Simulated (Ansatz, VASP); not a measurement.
## Se in VASP and in Ansatz

INCAR

```
SYSTEM = Se
PREC = Accurate
ENCUT = 520
EDIFF = 1E-6
ISMEAR = -1
SIGMA = 0.01
LREAL = .FALSE.
LASPH = .TRUE.
NELM = 150
ALGO = Normal
ISIF = 2
LWAVE = .FALSE.
LCHARG = .FALSE.
ISPIN = 2
MAGMOM = 0.01
LORBIT = 11
GGA = RP
ISYM = 0
NBANDS = 13
```

File KPOINTS:

```
regular mesh
0
G
  1 1 1
  0 0 0
```

File POSCAR:

```
Se
1.0
   14.0000000000      0.0000000000      0.0000000000
    0.0000000000     14.4000000000      0.0000000000
    0.0000000000      0.0000000000     14.8000000000
Se
1
Direct
    0.5000000000      0.5000000000      0.5000000000
```

Input for Ansatz:

```yaml
crystal:
  lattice:
    - [14.0, 0.0, 0.0]
    - [0.0, 14.4, 0.0]
    - [0.0, 0.0, 14.8]
  atoms:
    - { symbol: Se, position: [0.5, 0.5, 0.5], spin: 0.01 }
  symmetry: { detect: false, time_reversal: true }
hamiltonian:
  xc: rpbe
  pseudopotentials:
    kind: paw
    azcp:
      Se: "pseudopotentials/Se.paw.azcp"
basis:
  ecutwfc: 420
  fft_grid_basis: typed
kpoints:
  mp_grid: { grid: [1, 1, 1], shift: [0, 0, 0] }
magnetization:
  spin_polarized: true
scf:
  occupations: { method: fermi_dirac, width: 0.01 }
```

Alike in both runs: task single point; functional RPBE; k mesh 1 × 1 × 1; occupations fermi-dirac, width 0.01 eV; collinear spin.

|  | VASP | Ansatz |
| --- | --- | --- |
| version | VASP 6.6.1 | Ansatz 0.2.0 |
| potentials or method | VASP PAW PBE potentials, release 64 (Se), cutoff 520 eV | plane waves (420 eV) with PAW, scalar-relativistic |
| valence electrons in the cell | 6 | 16 |

Ansatz gave:

| Property | Result |
| --- | --- |
| gap on the k mesh at the Fermi level (eV) | 0.44 |
| net moment per atom (μB) | 2.00 |
| size of the moment on the site where the two differ most (μB) | 2.00 |

Q: Estimate VASP's values.

A: gap on the k mesh at the Fermi level (eV): 5.89; net moment per atom (μB): 0.00; size of the moment on the site where the two differ most (μB): 0.00.

The net moments are unlike, so the other rows may belong to different states. VASP's potentials were made for PBE, not for RPBE. Site moments also hang on the region over which each program counts them. VASP's potentials hold 6 valence electrons a cell and Ansatz's 16, so a difference there can come from the potentials and not from the codes. Ansatz's warnings: negative readings unjudged.
